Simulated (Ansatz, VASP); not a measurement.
## Two plane-wave programs on WS2

File INCAR:

```
SYSTEM = WS2
ALGO     = Normal         ! electronic algorithm
EDIFF    = 1E-6           ! SCF threshold, eV
ENCUT    = 520            ! plane-wave cutoff, eV
GGA      = PS             ! functional
ISIF     = 2              ! what is computed and relaxed
ISMEAR   = 0              ! smearing method
LASPH    = .TRUE.         ! aspherical terms in the spheres
LCHARG   = .TRUE.         ! write CHGCAR
LELF     = .TRUE.         ! ELF
LREAL    = .FALSE.        ! projectors in reciprocal space
LVHAR    = .TRUE.       
LWAVE    = .FALSE.        ! write WAVECAR
NBANDS   = 35             ! bands
NELM     = 80             ! most SCF steps
PREC     = Accurate       ! precision mode
SIGMA    = 0.05           ! smearing width, eV
```

KPOINTS

```
k-points
0
G
  12 12 2
  0 0 0
```

The input POSCAR:

```
WS2
1.0
    3.3112685888      0.0000000000      0.0000000000
   -1.6556342944      2.8676427166      0.0000000000
    0.0000000000      0.0000000000     23.8312000334
W S
2 4
Direct
    0.3333333333      0.6666666667      0.6345659624
    0.6666666667      0.3333333333      0.3654340376
    0.3333333333      0.6666666667      0.2989660749
    0.6666666667      0.3333333333      0.5680485953
    0.3333333333      0.6666666667      0.4319514047
    0.6666666667      0.3333333333      0.7010339251
```

Input for Ansatz:

```yaml
crystal:
  lattice:
    - [3.3112685888, 0.0, 0.0]
    - [-1.6556342944, 2.8676427166, 0.0]
    - [0.0, 0.0, 23.8312000334]
  atoms:
    - { symbol: W, position: [0.3333333333, 0.6666666667, 0.6345659624] }
    - { symbol: W, position: [0.6666666667, 0.3333333333, 0.3654340376] }
    - { symbol: S, position: [0.3333333333, 0.6666666667, 0.2989660749] }
    - { symbol: S, position: [0.6666666667, 0.3333333333, 0.5680485953] }
    - { symbol: S, position: [0.3333333333, 0.6666666667, 0.4319514047] }
    - { symbol: S, position: [0.6666666667, 0.3333333333, 0.7010339251] }
basis:
  ecutwfc: 420
kpoints:
  mp_grid: { grid: [12, 12, 2] }
hamiltonian:
  xc: pbesol
  pseudopotentials: { kind: paw, azcp: { folder: soft_1 } }
scf:
  occupations: { method: gaussian, width: 0.05 }
output:
  forces: true
  stress: true
  eigenvalues: true
```

Alike in both runs: task single point; functional PBEsol; k mesh 12 × 12 × 2; occupations gaussian, width 0.05 eV; no spin polarisation.

```csv
,VASP,Ansatz
version,VASP 6.6.1,Ansatz 0.2.0
potentials or method,"VASP PAW PBE potentials, release 64 (W_sv, S), cutoff 520 eV","scalar-relativistic, plane waves, PAW"
valence electrons in the cell,52,52
```

|  | VASP | Ansatz | Ansatz less VASP |
| --- | --- | --- | --- |
| gap on the k mesh at the Fermi level (eV) | 1.00 | 0.99 | -0.012 |
| least direct gap on the mesh (eV) | 1.44 | 1.44 | -0.002 |
| rms of the force components (eV/Å) | 0.606 | 0.614 | +0.0076 |

VASP's potentials were made for PBE, not for PBEsol, and Ansatz warns of the same on its side. Atom by atom the forces differ by 0.008 eV/Å (rms over components).

Neither program's run includes spin-orbit coupling.
